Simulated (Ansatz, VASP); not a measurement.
ZnS: VASP beside Ansatz

```xyz
8
Lattice="-2.7046 -2.7046 0.0000 2.7046 -2.7046 0.0000 0.0000 0.0000 11.3186" Properties=species:S:1:pos:R:3 pbc="T T T"
Zn    0.0000    0.0000   10.1424
Zn    0.0000   -2.7046    2.0285
Zn    0.0000    0.0000    4.7331
Zn    0.0000   -2.7046    7.4378
S    -1.3523   -1.3523    3.3808
S     1.3523   -1.3523    6.0855
S    -1.3523   -1.3523    8.7901
S     1.3523   -1.3523    0.6762
```

Alike in both runs: task single point; functional PBEsol; k mesh 7 × 7 × 3; occupations gaussian, width 0.05 eV; no spin polarisation.

|  | VASP | Ansatz |
| --- | --- | --- |
| version | VASP 6.6.1 | Ansatz 0.2.0 |
| potentials or method | VASP PAW PBE potentials, release 64 (Zn, S), cutoff 520 eV | scalar-relativistic, plane waves, PAW |
| valence electrons in the cell | 72 | 72 |

|  | VASP | Ansatz | Ansatz less VASP |
| --- | --- | --- | --- |
| gap on the k mesh at the Fermi level (eV) | 1.32 | 1.32 | -0.003 |
| least direct gap on the mesh (eV) | 1.32 | 1.32 | -0.003 |
| pressure (GPa) | -4.0 | -4.1 | -0.18 |
| traceless stress, the component that is largest in VASP (GPa) | -1.89 | -1.90 | -0.007 |
| rms of the force components (eV/Å) | 0.449 | 0.445 | -0.0035 |

VASP's potentials were made for PBE, not for PBEsol. Atom by atom the forces differ by 0.004 eV/Å (rms over components).
